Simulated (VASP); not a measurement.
# SiO2 (P2_13) in VASP: a series of runs

The runs below take SiO2 through single point, with LDA.

All numbers are computed with VASP 6.6.1; they aren't measurements. Logs are shortened: lines on timing, memory, paths and dates and some standing lists are left out, and cuts for length are marked.

**1. The cell of the first run**

Symmetry: P2_13, No. 198, cubic system. The conventional cell has a = 6.979 Å, b = 6.979 Å, c = 6.979 Å, α = 90.00°, β = 90.00°, γ = 90.00°. Within 2.1 Å of Si (site symmetry 3) lie 4 O at 1.60 to 1.61 Å. Si (site symmetry 3) has 4 O at 1.59 to 1.61 Å within 2.1 Å. Within 2.1 Å of O (site symmetry 3) lie 2 Si at 1.59 to 1.60 Å. Within 2.1 Å of O (site symmetry 1) lie 2 Si at 1.61 Å.

**2. Single point, LDA (volume scaled by 0.97, then relaxed in part)**

INCAR reads:

```
SYSTEM = SiO2
PREC = Accurate
ENCUT = 520
EDIFF = 1E-6
ISMEAR = 0
SIGMA = 0.02
LREAL = Auto
LASPH = .True.
NELM = 100
ALGO = Normal
ISIF = 2
LWAVE = .False.
LCHARG = .False.
NBANDS = 82
```

KPOINTS reads:

```
regular mesh
0
Gamma
  4 4 4
  0 0 0
```

POSCAR reads:

```
SiO2
1.0
    6.9790681301      0.0000000000      0.0000000000
    0.0000000000      6.9790681301      0.0000000000
    0.0000000000      0.0000000000      6.9790681301
Si O
8 16
Direct
    0.2883366859      0.2883366859      0.2883366859
    0.2116633141      0.7116633141      0.7883366859
    0.7883366859      0.2116633141      0.7116633141
    0.7116633141      0.7883366859      0.2116633141
    1.0241506590      1.0241506590      1.0241506590
    0.4758493410     -0.0241506590      0.5241506590
    0.5241506590      0.4758493410     -0.0241506590
   -0.0241506590      0.5241506590      0.4758493410
    0.1560146030      0.1560146030      0.1560146030
    0.3439853970      0.8439853970      0.6560146030
    0.6560146030      0.3439853970      0.8439853970
    0.8439853970      0.6560146030      0.3439853970
    0.6384294020      0.6691514714      0.0285888738
    0.8615705980      0.3308485286      0.5285888738
    0.1384294020      0.8308485286      0.9714111262
    0.3615705980      0.1691514714      0.4714111262
    0.0285888738      0.6384294020      0.6691514714
    0.5285888738      0.8615705980      0.3308485286
    0.9714111262      0.1384294020      0.8308485286
    0.4714111262      0.3615705980      0.1691514714
    0.6691514714      0.0285888738      0.6384294020
    0.3308485286      0.5285888738      0.8615705980
    0.8308485286      0.9714111262      0.1384294020
    0.1691514714      0.4714111262      0.3615705980
```

Potentials or basis: VASP PAW LDA potentials, release 64 (Si, O).

Started as:

```console
$ cat potpaw_LDA.64/Si/POTCAR potpaw_LDA.64/O/POTCAR > POTCAR
$ mpirun -np 1 vasp_std > vasp.out
```

OUTCAR:

```text
SYSTEM = SiO2
   PREC = Accurate
   ENCUT = 520
   EDIFF = 1E-6
   ISMEAR = 0
   LREAL = Auto
   LASPH = .True.
   NELM = 100
   ISIF = 2

 ion  position               nearest neighbor table
   1  0.288  0.288  0.288-   9 1.60  16 1.61  20 1.61  24 1.61   7 3.03   8 3.03   6 3.03
   2  0.212  0.712  0.788-  10 1.60  15 1.61  17 1.61  22 1.61   7 3.03   8 3.03   5 3.03
   3  0.788  0.212  0.712-  11 1.60  14 1.61  19 1.61  21 1.61   6 3.03   8 3.03   5 3.03
   4  0.712  0.788  0.212-  12 1.60  13 1.61  18 1.61  23 1.61   6 3.03   7 3.03   5 3.03
   5  0.024  0.024  0.024-   9 1.59  15 1.61  19 1.61  23 1.61   3 3.03   4 3.03   2 3.03
   6  0.476  0.976  0.524-  10 1.59  16 1.61  18 1.61  21 1.61   3 3.03   4 3.03   1 3.03
   7  0.524  0.476  0.976-  11 1.59  13 1.61  20 1.61  22 1.61   2 3.03   4 3.03   1 3.03
   8  0.976  0.524  0.476-  12 1.59  14 1.61  17 1.61  24 1.61   2 3.03   3 3.03   1 3.03
   9  0.156  0.156  0.156-   5 1.59   1 1.60
  10  0.344  0.844  0.656-   6 1.59   2 1.60
  11  0.656  0.344  0.844-   7 1.59   3 1.60
  12  0.844  0.656  0.344-   8 1.59   4 1.60
  13  0.638  0.669  0.029-   4 1.61   7 1.61
  14  0.862  0.331  0.529-   3 1.61   8 1.61
[... 8 lines left out ...]
  23  0.831  0.971  0.138-   4 1.61   5 1.61
  24  0.169  0.471  0.362-   1 1.61   8 1.61

  LATTYP: Found a simple cubic cell.
 ALAT       =     6.9790681301

  Lattice vectors:

 A1 = (   6.9790681301,   0.0000000000,   0.0000000000)
 A2 = (   0.0000000000,   6.9790681301,   0.0000000000)
 A3 = (   0.0000000000,   0.0000000000,   6.9790681301)

Analysis of symmetry for initial positions (statically):
=====================================================================
 Subroutine PRICEL returns:
 Original cell was already a primitive cell.

 Routine SETGRP: Setting up the symmetry group for a
 simple cubic supercell.

 Subroutine GETGRP returns: Found 12 space group operations
 (whereof  3 operations were pure point group operations)
 out of a pool of 48 trial point group operations.

The static configuration has the point symmetry C_3 .
 The point group associated with its full space group is T   .

Analysis of symmetry for dynamics (positions and initial velocities):
=====================================================================
 Subroutine PRICEL returns:
 Original cell was already a primitive cell.

 Routine SETGRP: Setting up the symmetry group for a
 simple cubic supercell.

 Subroutine GETGRP returns: Found 12 space group operations
 (whereof  3 operations were pure point group operations)
 out of a pool of 48 trial point group operations.

The dynamic configuration has the point symmetry C_3 .
 The point group associated with its full space group is T   .

[... 138 lines left out ...]
   PSTRESS=    0.0 pullay stress
   NELECT =     128.0000    total number of electrons
   NUPDOWN=      -1.0000    fix difference up-down
   EMIN   =  10.00;   EMAX   =-10.00  energy-range for DOS
   EFERMI =   0.00;   METHOD = LEGACY
   ISMEAR =     0;   SIGMA  =   0.02  broadening in eV -4-tet -1-fermi 0-gaus
   EFERMI_NEDOS =   21; number of points for ismear=-14 and -15
   IALGO  =     38    algorithm
   IMIX   =      4    mixing-type and parameters
     AMIX     =   0.40;   BMIX     =  1.00
     AMIX_MAG =   1.60;   BMIX_MAG =  1.00
  volume/ion in A,a.u.               =      14.16        95.58
  Fermi-wavevector in a.u.,A,eV,Ry     =   1.182172  2.233981 19.014563  1.397531
  Thomas-Fermi vector in A             =   2.318431
   LORBIT       =      0    0 simple, 1 ext, 2 COOP (PROOUT), +10 PAW based schemes
   GGA     = CA    functional components
   LHFCALC =     F    Hartree Fock is set to
   AEXX    =    0.0000 exact exchange contribution
   IVDW    =     0    specifies the selected vdW correction
   LEPSILON=     F    determine dielectric tensor
   LRPA    =     F    only Hartree local field effects (RPA)
 non-spin polarized calculation
 Gauss-broadening in eV      SIGMA  =   0.02
  energy-cutoff  :      520.00
  volume of cell :      339.93
 maximum number of plane-waves:      9183
 NGX is ok and might be reduce to    54
   NGX = 25   NGY = 25   NGZ = 25

 number of electron     128.0000066 magnetization

 Free energy of the ion-electron system (eV)
  ---------------------------------------------------
  ext. energy  EPLUGINS =         0.00000000
  ---------------------------------------------------
  free energy    TOTEN  =      -207.40997735 eV

  energy without entropy =     -207.40997735  energy(sigma->0) =     -207.40997735

 E-fermi :  -0.1012     XC(G=0):  -9.0364

 val. band max:       -0.2002120461   @ k =   0.5000   0.5000   0.5000
 cond. band min:       5.5059254727   @ k =   0.0000   0.0000   0.0000
 fundamental gap:      5.7061375189
 Fermi energy:        -0.1011663668

 k-point     1 :       0.0000    0.0000    0.0000
  band No.  band energies     occupation
      1     -19.3169      2.00000
      2     -18.3646      2.00000
      3     -18.3646      2.00000
      4     -18.3646      2.00000
      5     -18.3247      2.00000
      6     -18.3247      2.00000
[... 858 lines left out ...]
     75       9.1534      0.00000
     76       9.1534      0.00000
 [bands above 76 left out]

------------------------ aborting loop because EDIFF is reached ----------------------------------------

  FORCE on cell =-STRESS in cart. coord.  units (eV):
  Direction    XX          YY          ZZ          XY          YZ          ZX
  --------------------------------------------------------------------------------------
  -------------------------------------------------------------------------------------
  Total        2.0503568      2.0503568      2.0503568     -0.0000000      0.0000000      0.0000000
  in kB        9.6637949      9.6637949      9.6637949     -0.0000000      0.0000000      0.0000000
  external PRESSURE =       9.6637949 kB  Pullay stress =       0.0000000 kB

 VOLUME and BASIS-vectors are now :
 -----------------------------------------------------------------------------
  energy-cutoff  :      520.00
  volume of cell :      339.93
      direct lattice vectors                 reciprocal lattice vectors
     6.979068130  0.000000000  0.000000000     0.143285605  0.000000000  0.000000000
     0.000000000  6.979068130  0.000000000     0.000000000  0.143285605  0.000000000
     0.000000000  0.000000000  6.979068130     0.000000000  0.000000000  0.143285605

 POSITION                                       TOTAL-FORCE (eV/Angst)
 -----------------------------------------------------------------------------------
      2.01232      2.01232      2.01232         0.006916      0.006916      0.006916
      1.47721      4.96675      5.50186        -0.006916     -0.006916      0.006916
      5.50186      1.47721      4.96675         0.006916     -0.006916     -0.006916
      4.96675      5.50186      1.47721        -0.006916      0.006916     -0.006916
      0.16855      0.16855      0.16855         0.027640      0.027640      0.027640
      3.32098      6.81052      3.65808        -0.027640     -0.027640      0.027640
[... 16 lines left out ...]
      5.79855      6.77954      0.96611        -0.013599      0.027597      0.005618
      1.18052      3.29001      2.52343         0.013599      0.027597     -0.005618
 -----------------------------------------------------------------------------------
    total drift:                               -0.000000      0.000000     -0.000000

  FREE ENERGIE OF THE ION-ELECTRON SYSTEM (eV)
  ---------------------------------------------------
  free  energy   TOTEN  =      -207.4099773496 eV

  energy  without entropy=     -207.4099773496  energy(sigma->0) =     -207.40997735
```

OSZICAR:

```text
N       E                     dE             d eps       ncg     rms          rms(c)
DAV:   1     0.844620871686E+03    0.84462E+03   -0.66057E+04  1804   0.142E+03
DAV:   2    -0.164690262918E+03   -0.10093E+04   -0.98110E+03  2278   0.332E+02
DAV:   3    -0.233738259370E+03   -0.69048E+02   -0.68756E+02  2168   0.939E+01
DAV:   4    -0.234771249861E+03   -0.10330E+01   -0.10305E+01  2192   0.125E+01
DAV:   5    -0.234794309975E+03   -0.23060E-01   -0.23038E-01  2152   0.178E+00    0.430E+01
DAV:   6    -0.208151342008E+03    0.26643E+02   -0.11323E+02  2096   0.351E+01    0.211E+01
DAV:   7    -0.207687992510E+03    0.46335E+00   -0.30035E+00  2240   0.541E+00    0.749E+00
DAV:   8    -0.207443960649E+03    0.24403E+00   -0.15873E-01  2136   0.177E+00    0.279E+00
DAV:   9    -0.207406992384E+03    0.36968E-01   -0.58928E-02  2168   0.109E+00    0.470E-01
DAV:  10    -0.207409998679E+03   -0.30063E-02   -0.87601E-03  2112   0.344E-01    0.173E-01
DAV:  11    -0.207409916959E+03    0.81720E-04   -0.25478E-03  2112   0.197E-01    0.340E-02
DAV:  12    -0.207409958698E+03   -0.41739E-04   -0.14277E-04  2160   0.512E-02    0.148E-02
DAV:  13    -0.207409974148E+03   -0.15450E-04   -0.10699E-05  2080   0.154E-02    0.159E-02
DAV:  14    -0.207409977568E+03   -0.34200E-05   -0.17639E-05  2096   0.166E-02    0.511E-03
DAV:  15    -0.207409977350E+03    0.21846E-06   -0.12532E-06  1496   0.691E-03
   1 F= -.20740998E+03 E0= -.20740998E+03  d E =-.170326E-13
```

stdout:

```text
POSCAR found type information on POSCAR SiO
 POSCAR found :  2 types and      24 ions
 scaLAPACK will be used
 LDA part: xc-table for (Slater(with rela. corr.)+CA(PZ))
 , standard interpolation
 POSCAR, INCAR and KPOINTS ok, starting setup
 FFT: planning ... GRIDC
 FFT: planning ... GRID_SOFT
 FFT: planning ... GRID
 WAVECAR not read
 entering main loop
```

Wall time 7.8 min (1 thread of Oxide Virtual Turin-like, shared host); peak memory 0.37 GiB.

What came out:

```yaml
Free_energy: -207.4100 eV
Pressure: 1.0 GPa
Largest_force: 0.048 eV/Å
Band_gap_on_the_k_mesh: 5.71 eV, indirect (least direct gap 5.72 eV)
```

Forces on the atoms (eV/Å):
```
Si   0.007  0.007  0.007
Si  -0.007 -0.007  0.007
Si   0.007 -0.007 -0.007
Si  -0.007  0.007 -0.007
Si   0.028  0.028  0.028
Si  -0.028 -0.028  0.028
Si   0.028 -0.028 -0.028
Si  -0.028  0.028 -0.028
O    0.008  0.008  0.008
O   -0.008 -0.008  0.008
O    0.008 -0.008 -0.008
O   -0.008  0.008 -0.008
O    0.006  0.014 -0.028
O   -0.006 -0.014 -0.028
O    0.006 -0.014  0.028
O   -0.006  0.014  0.028
O   -0.028  0.006  0.014
O   -0.028 -0.006 -0.014
O    0.028  0.006 -0.014
O    0.028 -0.006  0.014
O    0.014 -0.028  0.006
O   -0.014 -0.028 -0.006
O   -0.014  0.028  0.006
O    0.014  0.028 -0.006
```

Levels at points of the mesh, in eV from the valence-band top:
```tsv
k point	band 60	band 61	band 62	band 63	band 64	band 65	band 66	band 67	band 68	band 69
(0.00, 0.00, 0.00)	-0.34	-0.34	-0.01	-0.01	-0.01	5.71	8.74	8.74	8.74	8.85
(0.50, 0.00, 0.00)	-0.40	-0.22	-0.22	-0.20	-0.20	6.91	6.91	8.87	8.87	9.14
(0.50, 0.50, 0.00)	-0.49	-0.23	-0.23	-0.10	-0.10	7.75	7.75	7.81	7.81	8.98
(0.50, 0.50, 0.50)	-0.67	0.00	0.00	0.00	0.00	8.14	8.14	8.14	8.14	8.62
```

 A k mesh can miss the band edges.

[end of part 1 of 2]
